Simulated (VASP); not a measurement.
# LiMg (Pm-3m) in VASP: single point with LDA

Aim: the single point of LiMg with LDA.

Everything below comes from runs of VASP 6.6.1. Logs are shortened: lines on timing, memory, paths and dates and some standing lists are left out, and cuts for length are marked.

### Step 1. The cell of the first run

It takes space group Pm-3m (No. 221, cubic). The conventional cell has a = 3.415 Å, b = 3.415 Å, c = 3.415 Å, α = 90.00°, β = 90.00°, γ = 90.00°. Within 3.9 Å of Li (site symmetry m-3m) lie 8 Mg at 2.96 Å and 6 Li at 3.42 Å. Within 3.9 Å of Mg (site symmetry m-3m) lie 8 Li at 2.96 Å and 6 Mg at 3.42 Å.

### Step 2. Single point, LDA

The input, INCAR:

```
ALGO = Normal ; EDIFF = 1E-6
ENCUT = 750 ; GGA = CA
GGA_COMPAT = F ; ISIF = 2
ISMEAR = 0 ; LASPH = T
LCHARG = F ; LREAL = F
LWAVE = F ; NBANDS = 10
NELM = 120 ; PREC = Accurate
SIGMA = 0.1
```

The input, KPOINTS:

```
k-points
0
Gamma
  6 6 6
```

The input, POSCAR:

```
LiMg
1.0
    3.4153260000      0.0000000000      0.0000000000
    0.0000000000      3.4153260000      0.0000000000
    0.0000000000      0.0000000000      3.4153260000
Li Mg
1 1
Direct
    0.0000000000      0.0000000000      0.0000000000
    0.5000000000      0.5000000000      0.5000000000
```

Potentials or basis: VASP PAW LDA potentials, release 64 (Li_sv, Mg).

On the command line:

```console
> cat potpaw_LDA.64/Li_sv/POTCAR potpaw_LDA.64/Mg/POTCAR > POTCAR
> mpirun -np 1 vasp_std > vasp.out
```

OUTCAR:

```text
EDIFF = 1E-6
   ENCUT = 750
   GGA = CA
   ISIF = 2
   ISMEAR = 0
   LASPH = T
   LREAL = F
   NELM = 120
   PREC = Accurate

 ion  position               nearest neighbor table
   1  0.000  0.000  0.000-   2 2.96   2 2.96   2 2.96   2 2.96   2 2.96   2 2.96   2 2.96   2 2.96

   2  0.500  0.500  0.500-   1 2.96   1 2.96   1 2.96   1 2.96   1 2.96   1 2.96   1 2.96   1 2.96

  LATTYP: Found a simple cubic cell.
 ALAT       =     3.4153260000

  Lattice vectors:

 A1 = (   3.4153260000,   0.0000000000,   0.0000000000)
 A2 = (   0.0000000000,   3.4153260000,   0.0000000000)
 A3 = (   0.0000000000,   0.0000000000,   3.4153260000)

Analysis of symmetry for initial positions (statically):
=====================================================================
 Subroutine PRICEL returns:
 Original cell was already a primitive cell.

 Routine SETGRP: Setting up the symmetry group for a
 simple cubic supercell.

 Subroutine GETGRP returns: Found 48 space group operations
 (whereof 48 operations were pure point group operations)
 out of a pool of 48 trial point group operations.

The static configuration has the point symmetry O_h .

Analysis of symmetry for dynamics (positions and initial velocities):
=====================================================================
 Subroutine PRICEL returns:
 Original cell was already a primitive cell.

 Routine SETGRP: Setting up the symmetry group for a
 simple cubic supercell.

 Subroutine GETGRP returns: Found 48 space group operations
 (whereof 48 operations were pure point group operations)
 out of a pool of 48 trial point group operations.

The dynamic configuration has the point symmetry O_h .

 Subroutine INISYM returns: Found 48 space group operations
 (whereof 48 operations are pure point group operations),
 and found     1 'primitive' translations

----------------------------------------------------------------------------------------

                                     Primitive cell

  volume of cell :      39.8379

  direct lattice vectors                    reciprocal lattice vectors
     3.415326000  0.000000000  0.000000000     0.292797818  0.000000000  0.000000000
     0.000000000  3.415326000  0.000000000     0.000000000  0.292797818  0.000000000
     0.000000000  0.000000000  3.415326000     0.000000000  0.000000000  0.292797818

  length of vectors
     3.415326000  3.415326000  3.415326000     0.292797818  0.292797818  0.292797818

  position of ions in fractional coordinates (direct lattice)
     0.000000000  0.000000000  0.000000000
     0.500000000  0.500000000  0.500000000

  ion indices of the primitive-cell ions
   primitive index   ion index
                 1           1
                 2           2

----------------------------------------------------------------------------------------

 KPOINTS: k-points

Automatic generation of k-mesh.
 Grid dimensions read from file:
 generate k-points for:    6    6    6

 Generating k-lattice:

  Cartesian coordinates                     Fractional coordinates (reciprocal lattice)
     0.048799636  0.000000000  0.000000000     0.166666667  0.000000000  0.000000000
     0.000000000  0.048799636  0.000000000     0.000000000  0.166666667  0.000000000
     0.000000000  0.000000000  0.048799636     0.000000000  0.000000000  0.166666667

  Length of vectors
     0.048799636  0.048799636  0.048799636

  Shift w.r.t. Gamma in fractional coordinates (k-lattice)
     0.000000000  0.000000000  0.000000000

 Subroutine IBZKPT returns following result:
 ===========================================

 Found     20 irreducible k-points:

 Following reciprocal coordinates:
            Coordinates               Weight
  0.000000  0.000000  0.000000      1.000000
  0.166667  0.000000  0.000000      6.000000
  0.333333  0.000000  0.000000      6.000000
  0.500000  0.000000  0.000000      3.000000
  0.166667  0.166667  0.000000     12.000000
  0.333333  0.166667  0.000000     24.000000
[... 12 lines left out ...]
  0.500000  0.500000  0.333333      6.000000
  0.500000  0.500000  0.500000      1.000000
   k-points           NKPTS =     20   k-points in BZ     NKDIM =     20   number of bands    NBANDS=     10
   number of dos      NEDOS =    301   number of ions     NIONS =      2
   total plane-waves  NPLWV =  32768
   dimension x,y,z NGX =    32 NGY =   32 NGZ =   32
   dimension x,y,z NGXF=    64 NGYF=   64 NGZF=   64
   ions per type =               1   1
   NGX,Y,Z   is equivalent  to a cutoff of  15.58, 15.58, 15.58 a.u.
   NGXF,Y,Z  is equivalent  to a cutoff of  31.15, 31.15, 31.15 a.u.
 SYSTEM =  unknown system
   PREC   = accura    normal or accurate (medium, high low for compatibility)
   ISTART =      0    job   : 0-new  1-cont  2-samecut
   ICHARG =      2    charge: 1-file 2-atom 10-const
   ISPIN  =      1    spin polarized calculation?
   LNONCOLLINEAR =      F non collinear calculations
   LSORBIT =      F    spin-orbit coupling
   LASPH  =      T    aspherical Exc in radial PAW
   ENCUT  =  750.0 eV  55.12 Ry    7.42 a.u.   7.63  7.63  7.63*2*pi/ulx,y,z
   NELM   =    120;   NELMIN=  2; NELMDL= -5     # of ELM steps
   EDIFF  = 0.1E-05   stopping-criterion for ELM
   LREAL  =      F    real-space projection
   EDIFFG = 0.1E-04   stopping-criterion for IOM
   NSW    =      0    number of steps for IOM
   IBRION =     -1    ionic relax: 0-MD 1-quasi-New 2-CG
   NFREE  =      0    steps in history (QN), initial steepest desc. (CG)
   ISIF   =      2    stress and relaxation
   ISYM   =      2    0-nonsym 1-usesym 2-fastsym
   POTIM  = 0.5000    time-step for ionic-motion
   TEBEG  =    0.0;   TEEND  =   0.0 temperature during run
   PSTRESS=    0.0 pullay stress
   NELECT =       5.0000    total number of electrons
   NUPDOWN=      -1.0000    fix difference up-down
   EMIN   =  10.00;   EMAX   =-10.00  energy-range for DOS
   EFERMI =   0.00;   METHOD = LEGACY
   ISMEAR =     0;   SIGMA  =   0.10  broadening in eV -4-tet -1-fermi 0-gaus
   EFERMI_NEDOS =   21; number of points for ismear=-14 and -15
   IALGO  =     38    algorithm
   IMIX   =      4    mixing-type and parameters
     AMIX     =   0.40;   BMIX     =  1.00
     AMIX_MAG =   1.60;   BMIX_MAG =  1.00
  volume/ion in A,a.u.               =      19.92       134.42
  Fermi-wavevector in a.u.,A,eV,Ry     =   0.819658  1.548929  9.140927  0.671839
  Thomas-Fermi vector in A             =   1.930502
   LORBIT       =      0    0 simple, 1 ext, 2 COOP (PROOUT), +10 PAW based schemes
   GGA     = CA    functional components
   LHFCALC =     F    Hartree Fock is set to
   AEXX    =    0.0000 exact exchange contribution
   IVDW    =     0    specifies the selected vdW correction
   LEPSILON=     F    determine dielectric tensor
   LRPA    =     F    only Hartree local field effects (RPA)
 non-spin polarized calculation
 Gauss-broadening in eV      SIGMA  =   0.10
  energy-cutoff  :      750.00
  volume of cell :       39.84
 maximum number of plane-waves:      1881
 NGX is ok and might be reduce to    32
   NGX = 15   NGY = 15   NGZ = 15

 number of electron       5.0000003 magnetization

 Free energy of the ion-electron system (eV)
  ---------------------------------------------------
  ext. energy  EPLUGINS =         0.00000000
  ---------------------------------------------------
  free energy    TOTEN  =        -3.95501737 eV

  energy without entropy =       -3.94741108  energy(sigma->0) =       -3.95121423

 E-fermi :   1.7963     XC(G=0):  -8.2468

 val. band max:        1.7509110988   @ k =   0.5000   0.3333   0.3333
 cond. band min:       1.8536306747   @ k =   0.3333   0.3333   0.0000
 fundamental gap:      0.1027195760
 Fermi energy:         1.7963347414

 k-point     1 :       0.0000    0.0000    0.0000
  band No.  band energies     occupation
      1     -43.4391      2.00000
      2      -3.8164      2.00000
      3       6.7975      0.00000
      4       6.7975      0.00000
      5       6.7975      0.00000
      6       7.7254      0.00000
      7       7.7254      0.00000
      8      13.2587      0.00000
      9      17.4896      0.00000
     10      17.4896      0.00000

 k-point     2 :       0.1667    0.0000    0.0000
  band No.  band energies     occupation
      1     -43.4386      2.00000
      2      -3.5067      2.00000
      3       4.0541      0.00000
      4       7.1153      0.00000
      5       7.1153      0.00000
      6       8.0651      0.00000
      7      10.4883      0.00000
      8      13.6859      0.00000
      9      14.8881      0.00000
     10      14.8881      0.00000

 k-point     3 :       0.3333    0.0000    0.0000
  band No.  band energies     occupation
      1     -43.4375      2.00000
      2      -2.6073      2.00000
      3       1.3984      2.00000
      4       8.0520      0.00000
      5       8.0520      0.00000
      6       9.0474      0.00000
      7      12.1095      0.00000
      8      12.1095      0.00000
      9      12.1213      0.00000
     10      13.7472      0.00000

 k-point     4 :       0.5000    0.0000    0.0000
  band No.  band energies     occupation
      1     -43.4370      2.00000
      2      -1.6073      2.00000
      3      -0.1935      2.00000
      4       9.1760      0.00000
      5       9.1760      0.00000
      6      10.0830      0.00000
      7      10.3525      0.00000
      8      10.3525      0.00000
      9      12.0027      0.00000
     10      12.4176      0.00000
[... 170 lines left out ...]
 k-point    18 :       0.5000    0.3333    0.3333
  band No.  band energies     occupation
      1     -43.4340      2.00000
      2       1.1773      2.00000
      3       1.7509      1.47938
      4       4.7625      0.00000
      5       5.0211      0.00000
      6       5.7918      0.00000
      7       7.0885      0.00000
      8       9.5952      0.00000
      9      10.6952      0.00000
     10      20.2991      0.00000

 k-point    19 :       0.5000    0.5000    0.3333
  band No.  band energies     occupation
      1     -43.4335      2.00000
      2       2.5283      0.00000
      3       2.5283      0.00000
      4       3.3506      0.00000
      5       4.0459      0.00000
      6       6.5939      0.00000
      7       6.5939      0.00000
      8       7.8469      0.00000
      9      10.1151      0.00000
     10      21.6776      0.00000

 k-point    20 :       0.5000    0.5000    0.5000
  band No.  band energies     occupation
      1     -43.4330      2.00000
      2       4.0691      0.00000
      3       4.0691      0.00000
      4       4.0691      0.00000
      5       4.3760      0.00000
      6       4.3760      0.00000
      7       4.3760      0.00000
      8       6.2231      0.00000
      9       9.7544      0.00000
     10      23.3276      0.00000

------------------------ aborting loop because EDIFF is reached ----------------------------------------

  FORCE on cell =-STRESS in cart. coord.  units (eV):
  Direction    XX          YY          ZZ          XY          YZ          ZX
  --------------------------------------------------------------------------------------
  -------------------------------------------------------------------------------------
  Total       -0.3747556     -0.3747556     -0.3747556      0.0000000      0.0000000      0.0000000
  in kB      -15.0717007    -15.0717007    -15.0717007      0.0000000      0.0000000      0.0000000
  external PRESSURE =     -15.0717007 kB  Pullay stress =       0.0000000 kB

 VOLUME and BASIS-vectors are now :
 -----------------------------------------------------------------------------
  energy-cutoff  :      750.00
  volume of cell :       39.84
      direct lattice vectors                 reciprocal lattice vectors
     3.415326000  0.000000000  0.000000000     0.292797818  0.000000000  0.000000000
     0.000000000  3.415326000  0.000000000     0.000000000  0.292797818  0.000000000
     0.000000000  0.000000000  3.415326000     0.000000000  0.000000000  0.292797818

 POSITION                                       TOTAL-FORCE (eV/Angst)
 -----------------------------------------------------------------------------------
      0.00000      0.00000      0.00000         0.000000      0.000000      0.000000
      1.70766      1.70766      1.70766         0.000000      0.000000      0.000000
 -----------------------------------------------------------------------------------
    total drift:                                0.000000      0.000000      0.000000

  FREE ENERGIE OF THE ION-ELECTRON SYSTEM (eV)
  ---------------------------------------------------
  free  energy   TOTEN  =        -3.9550173741 eV

  energy  without entropy=       -3.9474110812  energy(sigma->0) =       -3.95121423
```

It took 10 s on 1 thread of Intel Xeon 8259CL, shared host; peak memory 0.16 GiB.

What came out:

| Item | Value |
| --- | --- |
| Free energy | -3.9550 eV |
| Pressure | -1.5 GPa |
| Band gap on the k mesh | zero (an odd number of electrons rules out a gap without spin polarisation) |

Levels at points of the mesh, in eV from the Fermi level:
| k point | band 1 | band 2 | band 3 | band 4 | band 5 |
| --- | --- | --- | --- | --- | --- |
| (0.00, 0.00, 0.00) | -45.24 | -5.61 | 5.00 | 5.00 | 5.00 |
| (0.50, 0.00, 0.00) | -45.23 | -3.40 | -1.99 | 7.38 | 7.38 |
| (0.50, 0.50, 0.00) | -45.23 | -0.61 | -0.61 | 0.22 | 2.18 |
| (0.50, 0.50, 0.50) | -45.23 | 2.27 | 2.27 | 2.27 | 2.58 |
